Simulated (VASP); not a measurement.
# Se (Fd-3m) in VASP: a series of runs

Se is run at these levels: RPBE; tasks: single point, relaxation of cell and atoms.

All numbers are computed with VASP 6.6.1; they aren't measurements. Logs are shortened: lines on timing, memory, paths and dates and some standing lists are left out, and cuts for length are marked.

### Step 1. The cell of the first run

Symmetry: Fd-3m, No. 227, cubic system. The conventional cell has a = 6.498 Å, b = 6.498 Å, c = 6.498 Å, α = 90.00°, β = 90.00°, γ = 90.00°. Within 3.7 Å of Se (site symmetry -43m) lie 4 Se at 2.81 Å.

### Step 2. Single point, RPBE (volume scaled by 1.04)

INCAR reads:

```
SYSTEM = Se
PREC = Accurate
ENCUT = 520
EDIFF = 1E-6
ISMEAR = -1
SIGMA = 0.1
LREAL = .FALSE.
LASPH = .TRUE.
NELM = 100
ALGO = Normal
ISIF = 2
LWAVE = .FALSE.
LCHARG = .TRUE.
GGA = RP
LELF = .TRUE.
LVHAR = .TRUE.
NBANDS = 13
```

KPOINTS reads:

```
Automatic mesh
0
G
  10 10 10
  0 0 0
```

POSCAR reads:

```
Se
1.0
    0.0000000000      3.2490564299      3.2490564299
    3.2490564299      0.0000000000      3.2490564299
    3.2490564299      3.2490564299      0.0000000000
Se
2
Direct
    0.1250000000      0.1250000000      0.1250000000
    0.8750000000      0.8750000000      0.8750000000
```

Potentials or basis: VASP PAW PBE potentials, release 64 (Se).

Started as:

```
cat potpaw_PBE.64/Se/POTCAR > POTCAR
mpirun -np 1 vasp_std > vasp.out
```

OUTCAR:

```text
SYSTEM = Se
   PREC = Accurate
   ENCUT = 520
   EDIFF = 1E-6
   ISMEAR = -1
   LREAL = .FALSE.
   LASPH = .TRUE.
   NELM = 100
   ISIF = 2
   GGA = RP

 ion  position               nearest neighbor table
   1  0.125  0.125  0.125-
   2  0.875  0.875  0.875-

  LATTYP: Found a face centered cubic cell.
 ALAT       =     6.4981128598

  Lattice vectors:

 A1 = (   0.0000000000,   3.2490564299,   3.2490564299)
 A2 = (   3.2490564299,   0.0000000000,   3.2490564299)
 A3 = (   3.2490564299,   3.2490564299,   0.0000000000)

Analysis of symmetry for initial positions (statically):
=====================================================================
 Subroutine PRICEL returns:
 Original cell was already a primitive cell.

 Routine SETGRP: Setting up the symmetry group for a
 face centered cubic supercell.

 Subroutine GETGRP returns: Found 48 space group operations
 (whereof 12 operations were pure point group operations)
 out of a pool of 48 trial point group operations.

The static configuration has the point symmetry D_3d.
 The point group associated with its full space group is O_h .

Analysis of symmetry for dynamics (positions and initial velocities):
=====================================================================
 Subroutine PRICEL returns:
 Original cell was already a primitive cell.

 Routine SETGRP: Setting up the symmetry group for a
 face centered cubic supercell.

 Subroutine GETGRP returns: Found 48 space group operations
 (whereof 12 operations were pure point group operations)
 out of a pool of 48 trial point group operations.

The dynamic configuration has the point symmetry D_3d.
 The point group associated with its full space group is O_h .

 Subroutine INISYM returns: Found 48 space group operations
 (whereof 12 operations are pure point group operations),
 and found     1 'primitive' translations

----------------------------------------------------------------------------------------

                                     Primitive cell

  volume of cell :      68.5965

  direct lattice vectors                    reciprocal lattice vectors
     0.000000000  3.249056430  3.249056430    -0.153890833  0.153890833  0.153890833
     3.249056430  0.000000000  3.249056430     0.153890833 -0.153890833  0.153890833
     3.249056430  3.249056430  0.000000000     0.153890833  0.153890833 -0.153890833

  length of vectors
     4.594859668  4.594859668  4.594859668     0.266546741  0.266546741  0.266546741

  position of ions in fractional coordinates (direct lattice)
     0.125000000  0.125000000  0.125000000
     0.875000000  0.875000000  0.875000000

  ion indices of the primitive-cell ions
   primitive index   ion index
                 1           1
                 2           2

----------------------------------------------------------------------------------------

 KPOINTS: Automatic mesh

Automatic generation of k-mesh.
 Grid dimensions read from file:
 generate k-points for:   10   10   10

 Generating k-lattice:

  Cartesian coordinates                     Fractional coordinates (reciprocal lattice)
    -0.015389083  0.015389083  0.015389083     0.100000000  0.000000000  0.000000000
     0.015389083 -0.015389083  0.015389083     0.000000000  0.100000000  0.000000000
     0.015389083  0.015389083 -0.015389083     0.000000000  0.000000000  0.100000000

  Length of vectors
     0.026654674  0.026654674  0.026654674

  Shift w.r.t. Gamma in fractional coordinates (k-lattice)
     0.000000000  0.000000000  0.000000000

 Subroutine IBZKPT returns following result:
 ===========================================

 Found     47 irreducible k-points:

 Following reciprocal coordinates:
            Coordinates               Weight
  0.000000  0.000000  0.000000      1.000000
  0.100000  0.000000  0.000000      8.000000
  0.200000  0.000000  0.000000      8.000000
  0.300000  0.000000  0.000000      8.000000
  0.400000  0.000000  0.000000      8.000000
  0.500000  0.000000  0.000000      4.000000
[... 16 lines left out ...]
  0.300000  0.300000  0.000000      6.000000
  0.400000  0.300000  0.000000     24.000000
 [... further k-points ...]
   k-points           NKPTS =     47   k-points in BZ     NKDIM =     47   number of bands    NBANDS=     13
   number of dos      NEDOS =    301   number of ions     NIONS =      2
   total plane-waves  NPLWV =  46656
   dimension x,y,z NGX =    36 NGY =   36 NGZ =   36
   dimension x,y,z NGXF=    72 NGYF=   72 NGZF=   72
   ions per type =               2
   NGX,Y,Z   is equivalent  to a cutoff of  13.03, 13.03, 13.03 a.u.
   NGXF,Y,Z  is equivalent  to a cutoff of  26.05, 26.05, 26.05 a.u.
 SYSTEM =  Se
   PREC   = accura    normal or accurate (medium, high low for compatibility)
   ISTART =      0    job   : 0-new  1-cont  2-samecut
   ICHARG =      2    charge: 1-file 2-atom 10-const
   ISPIN  =      1    spin polarized calculation?
   LNONCOLLINEAR =      F non collinear calculations
   LSORBIT =      F    spin-orbit coupling
   LASPH  =      T    aspherical Exc in radial PAW
   ENCUT  =  520.0 eV  38.22 Ry    6.18 a.u.   8.54  8.54  8.54*2*pi/ulx,y,z
   NELM   =    100;   NELMIN=  2; NELMDL= -5     # of ELM steps
   EDIFF  = 0.1E-05   stopping-criterion for ELM
   LREAL  =      F    real-space projection
   EDIFFG = 0.1E-04   stopping-criterion for IOM
   NSW    =      0    number of steps for IOM
   IBRION =     -1    ionic relax: 0-MD 1-quasi-New 2-CG
   NFREE  =      0    steps in history (QN), initial steepest desc. (CG)
   ISIF   =      2    stress and relaxation
   ISYM   =      2    0-nonsym 1-usesym 2-fastsym
   POTIM  = 0.5000    time-step for ionic-motion
   TEBEG  =    0.0;   TEEND  =   0.0 temperature during run
   PSTRESS=    0.0 pullay stress
   NELECT =      12.0000    total number of electrons
   NUPDOWN=      -1.0000    fix difference up-down
   EMIN   =  10.00;   EMAX   =-10.00  energy-range for DOS
   EFERMI =   0.00;   METHOD = LEGACY
   ISMEAR =    -1;   SIGMA  =   0.10  broadening in eV -4-tet -1-fermi 0-gaus
   EFERMI_NEDOS =   21; number of points for ismear=-14 and -15
   IALGO  =     38    algorithm
   IMIX   =      4    mixing-type and parameters
     AMIX     =   0.40;   BMIX     =  1.00
     AMIX_MAG =   1.60;   BMIX_MAG =  1.00
  volume/ion in A,a.u.               =      34.30       231.46
  Fermi-wavevector in a.u.,A,eV,Ry     =   0.915591  1.730215 11.405848  0.838306
  Thomas-Fermi vector in A             =   2.040349
   LORBIT       =      0    0 simple, 1 ext, 2 COOP (PROOUT), +10 PAW based schemes
   GGA     = RP    functional components
   LHFCALC =     F    Hartree Fock is set to
   AEXX    =    0.0000 exact exchange contribution
   IVDW    =     0    specifies the selected vdW correction
   LEPSILON=     F    determine dielectric tensor
   LRPA    =     F    only Hartree local field effects (RPA)
 non-spin polarized calculation
  energy-cutoff  :      520.00
  volume of cell :       68.60
 maximum number of plane-waves:      1865
 NGX is ok and might be reduce to    36
   NGX = 17   NGY = 17   NGZ = 17

 number of electron      12.0000002 magnetization

 Free energy of the ion-electron system (eV)
  ---------------------------------------------------
  ext. energy  EPLUGINS =         0.00000000
  ---------------------------------------------------
  free energy    TOTEN  =        -5.39111555 eV

  energy without entropy =       -5.33267350  energy(sigma->0) =       -5.36189452

 E-fermi :   1.4720     XC(G=0):  -7.5711

 val. band max:        1.4522983830   @ k =  -0.4000   0.2000   0.0000
 cond. band min:       1.4729017977   @ k =   0.2000   0.1000   0.0000
 fundamental gap:      0.0206034147
 Fermi energy:         1.4719665047

 k-point     1 :       0.0000    0.0000    0.0000
  band No.  band energies     occupation
      1     -13.2507      2.00000
      2      -8.9421      2.00000
      3      -1.6518      2.00000
      4      -1.6518      2.00000
      5      -1.6518      2.00000
      6       0.8355      1.99656
      7       0.8355      1.99656
      8       0.8355      1.99656
      9       6.2676      0.00000
     10       9.2661      0.00000
     11       9.2661      0.00000
     12      11.1937      0.00000
     13      11.1937      0.00000

 k-point     2 :       0.1000    0.0000    0.0000
  band No.  band energies     occupation
      1     -13.1932      2.00000
      2      -9.0695      2.00000
      3      -1.7316      2.00000
      4      -1.7316      2.00000
      5      -1.6981      2.00000
      6       0.9471      1.98954
      7       0.9537      1.98884
      8       0.9537      1.98884
      9       6.5539      0.00000
     10       9.0371      0.00000
     11       9.0371      0.00000
     12      10.9664      0.00000
     13      11.7141      0.00000

 k-point     3 :       0.2000    0.0000    0.0000
  band No.  band energies     occupation
      1     -13.0280      2.00000
      2      -9.4088      2.00000
      3      -1.9126      2.00000
      4      -1.9126      2.00000
      5      -1.8458      2.00000
      6       1.2304      1.83603
      7       1.2304      1.83603
      8       1.3226      1.63333
      9       7.2346      0.00000
     10       8.7773      0.00000
     11       8.7773      0.00000
     12      10.6463      0.00000
     13      12.7836      0.00000
[... 305 lines left out ...]
 k-point    23 :       0.3000    0.3000    0.0000
  band No.  band energies     occupation
      1     -12.5768      2.00000
      2     -10.1723      2.00000
      3      -2.6179      2.00000
      4      -2.6179      2.00000
      5      -0.7033      2.00000
      6       0.0757      2.00000
      7       2.5056      0.00006
      8       2.5056      0.00006
      9       7.1192      0.00000
     10       8.7058      0.00000
     11      10.4526      0.00000
     12      12.4732      0.00000
     13      12.4781      0.00000

 k-point    24 :       0.4000    0.3000    0.0000
  band No.  band energies     occupation
      1     -12.3248      2.00000
      2     -10.5317      2.00000
      3      -2.8454      2.00000
      4      -2.7333      2.00000
      5      -0.5644      2.00000
      6       0.1356      2.00000
      7       2.7698      0.00000
      8       2.8139      0.00000
      9       7.2098      0.00000
     10       8.7482      0.00000
     11      10.7354      0.00000
     12      11.8772      0.00000
     13      11.9586      0.00000

 [... further k-points ...]
[... 5 lines left out ...]
  --------------------------------------------------------------------------------------
  -------------------------------------------------------------------------------------
  Total       -0.5409248     -0.5409248     -0.5409248      0.0000000     -0.0000000     -0.0000000
  in kB      -12.6341409    -12.6341409    -12.6341409      0.0000000     -0.0000000     -0.0000000
  external PRESSURE =     -12.6341409 kB  Pullay stress =       0.0000000 kB

 VOLUME and BASIS-vectors are now :
 -----------------------------------------------------------------------------
  energy-cutoff  :      520.00
  volume of cell :       68.60
      direct lattice vectors                 reciprocal lattice vectors
     0.000000000  3.249056430  3.249056430    -0.153890833  0.153890833  0.153890833
     3.249056430  0.000000000  3.249056430     0.153890833 -0.153890833  0.153890833
     3.249056430  3.249056430  0.000000000     0.153890833  0.153890833 -0.153890833

 POSITION                                       TOTAL-FORCE (eV/Angst)
 -----------------------------------------------------------------------------------
      0.81226      0.81226      0.81226         0.000000      0.000000      0.000000
      5.68585      5.68585      5.68585        -0.000000     -0.000000     -0.000000
 -----------------------------------------------------------------------------------
    total drift:                               -0.000000      0.000000      0.000000

  FREE ENERGIE OF THE ION-ELECTRON SYSTEM (eV)
  ---------------------------------------------------
  free  energy   TOTEN  =        -5.3911155512 eV

  energy  without entropy=       -5.3326734984  energy(sigma->0) =       -5.36189452
```

Wall time 27 s (1 thread of Intel Xeon Platinum 8259CL at 2.50GHz (Skylake/Cascade Lake), shared host); peak memory 0.21 GiB.

Results:

| Quantity | Value |
| --- | --- |
| Free energy | -5.3911 eV |
| Pressure | -1.3 GPa |
| Band gap on the k mesh | zero (band 6 reaches 1.80 eV, above the bottom of band 7 at 0.84 eV) |

Caveat: the PAW data sets were made with another functional, which shifts forces and pressure a little.

### Step 3. Single point, RPBE (volume scaled by 1.08)

INCAR reads:

```
SYSTEM = Se
ALGO     = Normal         ! electronic algorithm
EDIFF    = 1E-6           ! SCF threshold, eV
ENCUT    = 520            ! plane-wave cutoff, eV
GGA      = RP             ! functional
ISIF     = 2              ! what is computed and relaxed
ISMEAR   = -1             ! smearing method
LASPH    = .TRUE.         ! aspherical terms in the spheres
LCHARG   = .FALSE.        ! write CHGCAR
LREAL    = .FALSE.        ! projectors in reciprocal space
LWAVE    = .FALSE.        ! write WAVECAR
NBANDS   = 13             ! bands
NELM     = 60             ! most SCF steps
PREC     = Accurate       ! precision mode
SIGMA    = 0.1            ! smearing width, eV
```

KPOINTS reads:

```
k-points
0
G
  10 10 10
  0 0 0
```

POSCAR reads:

```
Se
1.0
    0.0000000000      3.2901880929      3.2901880929
    3.2901880929      0.0000000000      3.2901880929
    3.2901880929      3.2901880929      0.0000000000
Se
2
Direct
    0.1250000000      0.1250000000      0.1250000000
    0.8750000000      0.8750000000      0.8750000000
```

Potentials or basis: VASP PAW PBE potentials, release 64 (Se).

Started as:

```
cat potpaw_PBE.64/Se/POTCAR > POTCAR
mpirun -np 1 vasp_std > vasp.out
```

OUTCAR:

```text
SYSTEM = Se
   EDIFF = 1E-6
   ENCUT = 520
   GGA = RP
   ISIF = 2
   ISMEAR = -1
   LASPH = .TRUE.
   LREAL = .FALSE.
   NELM = 60
   PREC = Accurate

 ion  position               nearest neighbor table
   1  0.125  0.125  0.125-
   2  0.875  0.875  0.875-

  LATTYP: Found a face centered cubic cell.
 ALAT       =     6.5803761858

  Lattice vectors:

 A1 = (   0.0000000000,   3.2901880929,   3.2901880929)
 A2 = (   3.2901880929,   0.0000000000,   3.2901880929)
 A3 = (   3.2901880929,   3.2901880929,   0.0000000000)

Analysis of symmetry for initial positions (statically):
=====================================================================
 Subroutine PRICEL returns:
 Original cell was already a primitive cell.

 Routine SETGRP: Setting up the symmetry group for a
 face centered cubic supercell.

 Subroutine GETGRP returns: Found 48 space group operations
 (whereof 12 operations were pure point group operations)
 out of a pool of 48 trial point group operations.

The static configuration has the point symmetry D_3d.
 The point group associated with its full space group is O_h .

Analysis of symmetry for dynamics (positions and initial velocities):
[... 165 lines left out ...]

 k-point     1 :       0.0000    0.0000    0.0000
  band No.  band energies     occupation
      1     -13.3303      2.00000
      2      -9.3277      2.00000
      3      -1.8277      2.00000
      4      -1.8277      2.00000
      5      -1.8277      2.00000
      6       0.5802      1.99434
      7       0.5802      1.99434
      8       0.5802      1.99434
      9       5.9862      0.00000
     10       9.0120      0.00000
     11       9.0120      0.00000
     12      10.8853      0.00000
     13      10.8853      0.00000
[... 354 lines left out ...]
  band No.  band energies     occupation
      1     -12.4577      2.00000
      2     -10.7809      2.00000
      3      -2.9608      2.00000
      4      -2.8556      2.00000
      5      -0.8191      2.00000
      6      -0.1052      1.99999
      7       2.3956      0.00001
      8       2.4394      0.00001
      9       6.9849      0.00000
     10       8.4026      0.00000
     11      10.4330      0.00000
     12      11.5325      0.00000
     13      11.5329      0.00000

 [... further k-points ...]
[... 5 lines left out ...]
  --------------------------------------------------------------------------------------
  -------------------------------------------------------------------------------------
  Total       -1.0109118     -1.0109118     -1.0109118      0.0000000     -0.0000000      0.0000000
  in kB      -22.7369210    -22.7369210    -22.7369210      0.0000000     -0.0000000      0.0000000
  external PRESSURE =     -22.7369210 kB  Pullay stress =       0.0000000 kB

 VOLUME and BASIS-vectors are now :
 -----------------------------------------------------------------------------
  energy-cutoff  :      520.00
  volume of cell :       71.23
      direct lattice vectors                 reciprocal lattice vectors
     0.000000000  3.290188093  3.290188093    -0.151966996  0.151966996  0.151966996
     3.290188093  0.000000000  3.290188093     0.151966996 -0.151966996  0.151966996
     3.290188093  3.290188093  0.000000000     0.151966996  0.151966996 -0.151966996

 POSITION                                       TOTAL-FORCE (eV/Angst)
 -----------------------------------------------------------------------------------
      0.82255      0.82255      0.82255         0.000000     -0.000000      0.000000
      5.75783      5.75783      5.75783        -0.000000      0.000000     -0.000000
 -----------------------------------------------------------------------------------
    total drift:                               -0.000000      0.000000      0.000000

  FREE ENERGIE OF THE ION-ELECTRON SYSTEM (eV)
  ---------------------------------------------------
  free  energy   TOTEN  =        -5.3616911503 eV

  energy  without entropy=       -5.3023156544  energy(sigma->0) =       -5.33200340
```

OSZICAR:

```text
N       E                     dE             d eps       ncg     rms          rms(c)
DAV:   1     0.513591092727E+02    0.51359E+02   -0.47576E+03  1222   0.741E+02
DAV:   2    -0.187771122546E+01   -0.53237E+02   -0.50656E+02  1747   0.121E+02
DAV:   3    -0.532484692387E+01   -0.34471E+01   -0.34151E+01  1552   0.336E+01
DAV:   4    -0.535831295891E+01   -0.33466E-01   -0.33454E-01  1437   0.392E+00
DAV:   5    -0.535856564668E+01   -0.25269E-03   -0.25267E-03  1632   0.355E-01    0.420E+00
DAV:   6    -0.535997747344E+01   -0.14118E-02   -0.21575E-03  1472   0.346E-01    0.249E+00
DAV:   7    -0.536137958113E+01   -0.14021E-02   -0.49788E-03  1502   0.517E-01    0.712E-02
DAV:   8    -0.536162078524E+01   -0.24120E-03   -0.36679E-04  1397   0.113E-01    0.138E-02
DAV:   9    -0.536167028365E+01   -0.49498E-04   -0.39754E-05  1497   0.376E-02    0.889E-03
DAV:  10    -0.536169110247E+01   -0.20819E-04   -0.34437E-05  1292   0.366E-02    0.270E-03
DAV:  11    -0.536169115026E+01   -0.47785E-07   -0.27695E-07  1246   0.336E-03
   1 F= -.53616912E+01 E0= -.53320034E+01  d E =-.593755E-01
```

Wall time 27 s (1 thread of Intel Xeon Platinum 8259CL at 2.50GHz (Skylake/Cascade Lake), shared host); peak memory 0.21 GiB.

What came out:

- Free energy: -5.3617 eV
- Pressure: -2.3 GPa
- Band gap on the k mesh: zero (band 6 reaches 1.49 eV, above the bottom of band 7 at 0.58 eV)

Caveat: the PAW data sets were made with another functional, which shifts forces and pressure a little.

(Part 1 of 2 ends here.)
